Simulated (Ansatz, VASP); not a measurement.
MgO: VASP beside Ansatz

```
Mg O
1.0
     5.63354    0.00000    0.00000
     0.00000    5.63354    0.00000
     0.00000    0.00000    5.63354
Mg O
6 6
Direct
  0.25000 0.99035 0.50000
  0.00000 0.51165 0.25000
  0.50000 0.72497 0.00000
  0.75000 0.99035 0.50000
  0.00000 0.51165 0.75000
  0.50000 0.22497 0.00000
  0.25000 0.53026 0.00000
  0.50000 0.01356 0.25000
  0.00000 0.74118 0.50000
  0.75000 0.53026 0.00000
  0.50000 0.01356 0.75000
  0.00000 0.24118 0.50000
```

Change from the starting cell: mode 14 frozen in at -0.060 Å and mode 24 at -0.141 Å (largest displacements).

Alike in both runs: task single point; functional PBE; k mesh 4 × 4 × 4; occupations gaussian, width 0.05 eV; no spin polarisation.

|  | VASP | Ansatz |
| --- | --- | --- |
| version | VASP 6.6.1 | Ansatz 0.2.0 |
| potentials or method | VASP PAW PBE potentials, release 64 (Mg, O), cutoff 520 eV | scalar-relativistic, plane waves, PAW |
| valence electrons in the cell | 48 | 96 |

Ansatz gave:

```
gap on the k mesh at the Fermi level (eV)                     : 2.83
least direct gap on the mesh (eV)                             : 2.84
pressure (GPa)                                                : 2.6
traceless stress, the component that is largest in VASP (GPa) : 0.88
rms of the force components (eV/Å)                            : 1.106
```

Question: Which values does VASP return?

Answer: gap on the k mesh at the Fermi level (eV): 2.82; least direct gap on the mesh (eV): 2.82; pressure (GPa): 2.3; traceless stress, the component that is largest in VASP (GPa): 0.90; rms of the force components (eV/Å): 1.125.

Atom by atom the forces differ by 0.020 eV/Å (rms over components). VASP's potentials hold 48 valence electrons a cell and Ansatz's 96, so a difference there can come from the potentials and not from the codes.
